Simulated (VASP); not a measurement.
# IrO (P6_3/mmc) in VASP: single point with r2SCAN

Aim: the single point of IrO with r2SCAN.

Program: VASP 6.6.1. These are calculated values, not measurements. Logs are shortened: lines on timing, memory, paths and dates and some standing lists are left out, and cuts for length are marked.

## (1) The cell of the first run

Symmetry: P6_3/mmc, No. 194, hexagonal system. The conventional cell has a = 3.177 Å, b = 3.177 Å, c = 5.343 Å, α = 90.00°, β = 90.00°, γ = 120.00°. Within 3.0 Å of Ir (site symmetry -3m) lie 6 O at 2.27 Å and 2 Ir at 2.67 Å. O (site symmetry -6m2) has 6 Ir at 2.27 Å within 3.0 Å.

## (2) Single point, r2SCAN

POSCAR reads:

```
IrO
1.0
    3.1771844860      0.0000000000      0.0000000000
   -1.5885922430      2.7515224774      0.0000000000
    0.0000000000      0.0000000000      5.3429104736
Ir O
2 2
Direct
    0.0000000000      0.0000000000      0.0000000000
    0.0000000000      0.0000000000      0.5000000000
    0.3333333333      0.6666666667      0.2500000000
    0.6666666667      0.3333333333      0.7500000000
```

INCAR.step1 reads:

```
ALGO = Normal
EDIFF = 1E-5
ENCUT = 770
GGA = PE
GGA_COMPAT = False
ISMEAR = 0
LASPH = True
LCHARG = False
LREAL = False
LWAVE = True
NBANDS = 31
NELM = 120
PREC = Accurate
SIGMA = 0.1
```

INCAR.step2 reads:

```
ALGO = Normal
EDIFF = 1E-6
ENCUT = 770
GGA_COMPAT = False
ISIF = 2
ISMEAR = 0
ISTART = 1
LASPH = True
LCHARG = False
LMIXTAU = True
LREAL = False
LWAVE = False
METAGGA = R2SCAN
NBANDS = 31
NELM = 120
PREC = Accurate
SIGMA = 0.1
```

KPOINTS reads:

```
k-points
0
Gamma
  6 6 4
```

Potentials or basis: VASP PAW PBE potentials, release 64 (Ir_sv_GW, O).

The run is started by

```bash
cat potpaw_PBE.64/Ir_sv_GW/POTCAR potpaw_PBE.64/O/POTCAR > POTCAR
cp INCAR.step1 INCAR
mpirun -np 1 vasp_std > vasp.out
cp INCAR.step2 INCAR
mpirun -np 1 vasp_std > vasp.out
```

OUTCAR:

```text
EDIFF = 1E-6
   ENCUT = 770
   ISIF = 2
   ISMEAR = 0
   ISTART = 1
   LASPH = True
   LREAL = False
   METAGGA = R2SCAN
   NELM = 120
   PREC = Accurate

 ion  position               nearest neighbor table
   1  0.000  0.000  0.000-   3 2.27   4 2.27   4 2.27   3 2.27   4 2.27   3 2.27   2 2.67   2 2.67

   2  0.000  0.000  0.500-   3 2.27   4 2.27   4 2.27   3 2.27   4 2.27   3 2.27   1 2.67   1 2.67

   3  0.333  0.667  0.250-   1 2.27   2 2.27   1 2.27   2 2.27   1 2.27   2 2.27
   4  0.667  0.333  0.750-   1 2.27   2 2.27   1 2.27   2 2.27   1 2.27   2 2.27

  LATTYP: Found a hexagonal cell.
 ALAT       =     3.1771844860
 C/A-ratio  =     1.6816494280

  Lattice vectors:

 A1 = (   3.1771844860,   0.0000000000,   0.0000000000)
 A2 = (  -1.5885922430,   2.7515224774,   0.0000000000)
 A3 = (   0.0000000000,   0.0000000000,   5.3429104736)

Analysis of symmetry for initial positions (statically):
=====================================================================
 Subroutine PRICEL returns:
 Original cell was already a primitive cell.

 Routine SETGRP: Setting up the symmetry group for a
 hexagonal supercell.

 Subroutine GETGRP returns: Found 24 space group operations
 (whereof 12 operations were pure point group operations)
 out of a pool of 24 trial point group operations.

The static configuration has the point symmetry D_3d.
 The point group associated with its full space group is D_6h.

Analysis of symmetry for dynamics (positions and initial velocities):
=====================================================================
 Subroutine PRICEL returns:
 Original cell was already a primitive cell.

 Routine SETGRP: Setting up the symmetry group for a
 hexagonal supercell.

 Subroutine GETGRP returns: Found 24 space group operations
 (whereof 12 operations were pure point group operations)
 out of a pool of 24 trial point group operations.

The dynamic configuration has the point symmetry D_3d.
 The point group associated with its full space group is D_6h.

 Subroutine INISYM returns: Found 24 space group operations
 (whereof 12 operations are pure point group operations),
 and found     1 'primitive' translations

----------------------------------------------------------------------------------------

                                     Primitive cell

  volume of cell :      46.7082

  direct lattice vectors                    reciprocal lattice vectors
     3.177184486  0.000000000  0.000000000     0.314744077  0.181717578  0.000000000
    -1.588592243  2.751522477  0.000000000     0.000000000  0.363435156  0.000000000
     0.000000000  0.000000000  5.342910474     0.000000000  0.000000000  0.187163907

  length of vectors
     3.177184486  3.177184486  5.342910474     0.363435156  0.363435156  0.187163907

  position of ions in fractional coordinates (direct lattice)
     0.000000000  0.000000000  0.000000000
     0.000000000  0.000000000  0.500000000
     0.333333333  0.666666667  0.250000000
     0.666666667  0.333333333  0.750000000

  ion indices of the primitive-cell ions
   primitive index   ion index
                 1           1
                 2           2
                 3           3
                 4           4

----------------------------------------------------------------------------------------

 KPOINTS: k-points

Automatic generation of k-mesh.
 Grid dimensions read from file:
 generate k-points for:    6    6    4

 Generating k-lattice:

  Cartesian coordinates                     Fractional coordinates (reciprocal lattice)
     0.052457346  0.030286263  0.000000000     0.166666667  0.000000000  0.000000000
     0.000000000  0.060572526  0.000000000     0.000000000  0.166666667  0.000000000
     0.000000000  0.000000000  0.046790977     0.000000000  0.000000000  0.250000000

  Length of vectors
     0.060572526  0.060572526  0.046790977

  Shift w.r.t. Gamma in fractional coordinates (k-lattice)
     0.000000000  0.000000000  0.000000000

 Subroutine IBZKPT returns following result:
 ===========================================

 Found     21 irreducible k-points:

 Following reciprocal coordinates:
            Coordinates               Weight
  0.000000  0.000000  0.000000      1.000000
  0.166667  0.000000  0.000000      6.000000
  0.333333  0.000000  0.000000      6.000000
  0.500000  0.000000  0.000000      3.000000
  0.166667  0.166667  0.000000      6.000000
  0.333333  0.166667  0.000000     12.000000
[... 13 lines left out ...]
  0.333333  0.166667  0.500000     12.000000
  0.333333  0.333333  0.500000      2.000000
   k-points           NKPTS =     21   k-points in BZ     NKDIM =     21   number of bands    NBANDS=     31
   number of dos      NEDOS =    301   number of ions     NIONS =      4
   total plane-waves  NPLWV =  43200
   dimension x,y,z NGX =    30 NGY =   30 NGZ =   48
   dimension x,y,z NGXF=    60 NGYF=   60 NGZF=   96
   ions per type =               2   2
   NGX,Y,Z   is equivalent  to a cutoff of  15.70, 15.70, 14.94 a.u.
   NGXF,Y,Z  is equivalent  to a cutoff of  31.39, 31.39, 29.87 a.u.
 SYSTEM =  unknown system
   PREC   = accura    normal or accurate (medium, high low for compatibility)
   ISTART =      1    job   : 0-new  1-cont  2-samecut
   ICHARG =      0    charge: 1-file 2-atom 10-const
   ISPIN  =      1    spin polarized calculation?
   LNONCOLLINEAR =      F non collinear calculations
   LSORBIT =      F    spin-orbit coupling
   LASPH  =      T    aspherical Exc in radial PAW
   ENCUT  =  770.0 eV  56.59 Ry    7.52 a.u.   7.19  7.19 12.09*2*pi/ulx,y,z
   NELM   =    120;   NELMIN=  2; NELMDL=  0     # of ELM steps
   EDIFF  = 0.1E-05   stopping-criterion for ELM
   LREAL  =      F    real-space projection
   EDIFFG = 0.1E-04   stopping-criterion for IOM
   NSW    =      0    number of steps for IOM
   IBRION =     -1    ionic relax: 0-MD 1-quasi-New 2-CG
   NFREE  =      0    steps in history (QN), initial steepest desc. (CG)
   ISIF   =      2    stress and relaxation
   ISYM   =      2    0-nonsym 1-usesym 2-fastsym
   POTIM  = 0.5000    time-step for ionic-motion
   TEBEG  =    0.0;   TEEND  =   0.0 temperature during run
   PSTRESS=    0.0 pullay stress
   NELECT =      46.0000    total number of electrons
   NUPDOWN=      -1.0000    fix difference up-down
   EMIN   =  10.00;   EMAX   =-10.00  energy-range for DOS
   EFERMI =   0.00;   METHOD = LEGACY
   ISMEAR =     0;   SIGMA  =   0.10  broadening in eV -4-tet -1-fermi 0-gaus
   EFERMI_NEDOS =   21; number of points for ismear=-14 and -15
   IALGO  =     38    algorithm
   IMIX   =      4    mixing-type and parameters
     AMIX     =   0.40;   BMIX     =  1.00
     AMIX_MAG =   1.60;   BMIX_MAG =  1.00
  volume/ion in A,a.u.               =      11.68        78.80
  Fermi-wavevector in a.u.,A,eV,Ry     =   1.628782  3.077952 36.095317  2.652931
  Thomas-Fermi vector in A             =   2.721356
   LORBIT       =      0    0 simple, 1 ext, 2 COOP (PROOUT), +10 PAW based schemes
   METAGGA = R2SCAN    functional components
   LHFCALC =     F    Hartree Fock is set to
   AEXX    =    0.0000 exact exchange contribution
   IVDW    =     0    specifies the selected vdW correction
   LEPSILON=     F    determine dielectric tensor
   LRPA    =     F    only Hartree local field effects (RPA)
 non-spin polarized calculation
 Gauss-broadening in eV      SIGMA  =   0.10
  energy-cutoff  :      770.00
  volume of cell :       46.71
 maximum number of plane-waves:      2283
 NGX is ok and might be reduce to    30
   NGX = 15   NGY = 15   NGZ = 25

 number of electron      45.9999998 magnetization

 Free energy of the ion-electron system (eV)
  ---------------------------------------------------
  ext. energy  EPLUGINS =         0.00000000
  ---------------------------------------------------
  free energy    TOTEN  =      -114.56327915 eV

  energy without entropy =     -114.52900076  energy(sigma->0) =     -114.54613996

 E-fermi :   9.0242     XC(G=0): -13.9447

 val. band max:        9.0180903216   @ k =   0.3333   0.1667   0.2500
 cond. band min:       9.0546414529   @ k =   0.3333   0.0000   0.2500
 fundamental gap:      0.0365511313
 Fermi energy:         9.0242126513

 k-point     1 :       0.0000    0.0000    0.0000
  band No.  band energies     occupation
      1     -85.2618      2.00000
      2     -85.2306      2.00000
      3     -42.0172      2.00000
      4     -41.4785      2.00000
      5     -41.4065      2.00000
      6     -41.4065      2.00000
[... 23 lines left out ...]
     30      22.5338      0.00000
     31      22.5338      0.00000

 k-point     2 :       0.1667    0.0000    0.0000
  band No.  band energies     occupation
      1     -85.2607      2.00000
      2     -85.2294      2.00000
      3     -42.0113      2.00000
      4     -41.4756      2.00000
      5     -41.4375      2.00000
      6     -41.4140      2.00000
[... 23 lines left out ...]
     30      20.6952      0.00000
     31      23.1117      0.00000

 k-point     3 :       0.3333    0.0000    0.0000
  band No.  band energies     occupation
      1     -85.2583      2.00000
      2     -85.2272      2.00000
      3     -41.9994      2.00000
      4     -41.4990      2.00000
      5     -41.4697      2.00000
      6     -41.4380      2.00000
[... 23 lines left out ...]
     30      17.9243      0.00000
     31      20.7264      0.00000

 k-point     4 :       0.5000    0.0000    0.0000
  band No.  band energies     occupation
      1     -85.2572      2.00000
      2     -85.2260      2.00000
      3     -41.9935      2.00000
      4     -41.5296      2.00000
      5     -41.4673      2.00000
      6     -41.4648      2.00000
[... 533 lines left out ...]
     30      20.0623      0.00000
     31      21.7004      0.00000

 k-point    20 :       0.3333    0.1667    0.5000
  band No.  band energies     occupation
      1     -85.2416      2.00000
      2     -85.2416      2.00000
      3     -41.7338      2.00000
      4     -41.7338      2.00000
      5     -41.4828      2.00000
      6     -41.4828      2.00000
[... 23 lines left out ...]
     30      17.5122      0.00000
     31      21.3156      0.00000

 k-point    21 :       0.3333    0.3333    0.5000
  band No.  band energies     occupation
      1     -85.2410      2.00000
      2     -85.2410      2.00000
      3     -41.7316      2.00000
      4     -41.7316      2.00000
      5     -41.4641      2.00000
      6     -41.4641      2.00000
[... 23 lines left out ...]
     30      17.8241      0.00000
     31      18.9233      0.00000

------------------------ aborting loop because EDIFF is reached ----------------------------------------

  FORCE on cell =-STRESS in cart. coord.  units (eV):
  Direction    XX          YY          ZZ          XY          YZ          ZX
  --------------------------------------------------------------------------------------
  -------------------------------------------------------------------------------------
  Total       -0.1024128     -0.1024128     -0.0274172      0.0000000      0.0000000     -0.0000000
  in kB       -3.5129471     -3.5129471     -0.9404585      0.0000000      0.0000000     -0.0000000
  external PRESSURE =      -2.6554509 kB  Pullay stress =       0.0000000 kB

 VOLUME and BASIS-vectors are now :
 -----------------------------------------------------------------------------
  energy-cutoff  :      770.00
  volume of cell :       46.71
      direct lattice vectors                 reciprocal lattice vectors
     3.177184486  0.000000000  0.000000000     0.314744077  0.181717578  0.000000000
    -1.588592243  2.751522477  0.000000000     0.000000000  0.363435156  0.000000000
     0.000000000  0.000000000  5.342910474     0.000000000  0.000000000  0.187163907

 POSITION                                       TOTAL-FORCE (eV/Angst)
 -----------------------------------------------------------------------------------
      0.00000      0.00000      0.00000        -0.000000     -0.000000      0.000000
      0.00000      0.00000      2.67146        -0.000000     -0.000000      0.000000
     -0.00000      1.83435      1.33573        -0.000000      0.000000     -0.000000
      1.58859      0.91717      4.00718         0.000000      0.000000      0.000000
 -----------------------------------------------------------------------------------
    total drift:                               -0.000000      0.000000     -0.000000

  FREE ENERGIE OF THE ION-ELECTRON SYSTEM (eV)
  ---------------------------------------------------
  free  energy   TOTEN  =      -114.5632791533 eV

  energy  without entropy=     -114.5290007581  energy(sigma->0) =     -114.54613996
```

Wall time 3.1 min (1 thread of AMD EPYC 7R13 (Zen 3), shared host); peak memory 0.21 GiB.

Results:

```yaml
Free_energy: -114.5633 eV
Pressure: -0.3 GPa
Band_gap_on_the_k_mesh: zero (bands 23 and 24 overlap by 1.32 eV)
```

Caveat: the k points lie up to 0.38 Å⁻¹ apart, too coarse for converged energies and pressures of a metal; the PAW data sets were made with another functional, which shifts forces and pressure a little; spin-orbit coupling is left out, which moves the levels of the heavy elements.

The gap in the log of VASP goes by the Fermi energy; the results here count the filled bands.